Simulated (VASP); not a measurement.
Write the native input for VASP 6.6.1 that does the following.

```yaml
Task: single point
Functional: PBE
Potentials_or_basis: VASP PAW PBE potentials, release 64 (Zn, O)
Cutoff: 520 eV
k_mesh: 9 × 9 × 5
Occupations: fermi-dirac, width 0.05 eV
Spin: no spin polarisation
Dipole_correction: no
Further_INCAR_settings: ALGO = Normal; EDIFF = 1e-06; NBANDS = 26
```

The structure of ZnO (zincite) lies in POSCAR:

```
ZnO
1.0
    3.1829769797      0.0000000000      0.0000000000
   -1.5914884899      2.7565389241      0.0000000000
    0.0000000000      0.0000000000      5.0994402224
Zn O
2 2
Direct
    0.6666666667      0.3333333333      0.0000000000
    0.3333333333      0.6666666667      0.5000000000
    0.3333333333      0.6666666667      0.8790100000
    0.6666666667      0.3333333333      0.3790100000
```

One way to write it, as run:

INCAR

```
SYSTEM = ZnO
ALGO     = Normal         ! electronic algorithm
EDIFF    = 1E-6           ! SCF threshold, eV
ENCUT    = 520            ! plane-wave cutoff, eV
GGA      = PE             ! functional
ISIF     = 2              ! what is computed and relaxed
ISMEAR   = -1             ! smearing method
LASPH    = .TRUE.         ! aspherical terms in the spheres
LCHARG   = .FALSE.        ! write CHGCAR
LREAL    = .FALSE.        ! projectors in reciprocal space
LWAVE    = .FALSE.        ! write WAVECAR
NBANDS   = 26             ! bands
NELM     = 100            ! most SCF steps
PREC     = Accurate       ! precision mode
SIGMA    = 0.05           ! smearing width, eV
```

KPOINTS

```
k-points
0
G
  9 9 5
  0 0 0
```

Potentials or basis: VASP PAW PBE potentials, release 64 (Zn, O).

The run is started by

```bash
$ cat potpaw_PBE.64/Zn/POTCAR potpaw_PBE.64/O/POTCAR > POTCAR
$ mpirun -np 1 vasp_std > vasp.out
```

Results of the run:

| Property | Result |
| --- | --- |
| Pressure | 17.0 GPa |
| Largest force | 0.097 eV/Å |
| Band gap on the k mesh | 0.88 eV, direct |

Run time: 26 s on 1 thread of Intel(R) Xeon(R) Platinum 8488C (Sapphire Rapids) (shared host), peak memory 0.18 GiB.
